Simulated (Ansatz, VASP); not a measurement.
**TaS2: VASP beside Ansatz**

```
CELL_PARAMETERS angstrom
3.35000 0.00000 0.00000
-1.67500 2.90119 0.00000
0.00000 0.00000 5.68420
ATOMIC_POSITIONS crystal
Ta 0.00000 0.00000 0.00000
S 0.33333 0.66667 0.25000
S 0.66667 0.33333 0.75000
```

Change from the starting cell: zz strain of -3 %, crystal datasets.

Alike in both runs: task electric field gradients; functional PBE; k mesh 9 × 9 × 5; occupations fermi-dirac, width 0.03 eV; no spin polarisation.

|  | VASP | Ansatz |
| --- | --- | --- |
| version | VASP 6.6.1 | Ansatz 0.2.0 |
| potentials or method | VASP PAW PBE potentials, release 64 (Ta_pv, S), cutoff 400 eV | all-electron PAW with datasets made for the crystal, scalar-relativistic |

VASP gave:

```
pressure (GPa)                                                : 14.2
traceless stress, the component that is largest in VASP (GPa) : 5.11
rms of the force components (eV/Å)                            : 0.934
size of Vzz on the site where it differs most (V/Å²)          : 136.1
```

Task: What did Ansatz give for the same quantities?

Result: Pressure (GPa): 14.2; traceless stress, the component that is largest in VASP (GPa): 5.04; rms of the force components (eV/Å): 0.923; size of Vzz on the site where it differs most (V/Å²): 168.2.

Atom by atom the forces differ by 0.011 eV/Å (rms over components). Ansatz ran all-electron here, and VASP with PAW potentials.

Neither program's run includes spin-orbit coupling.
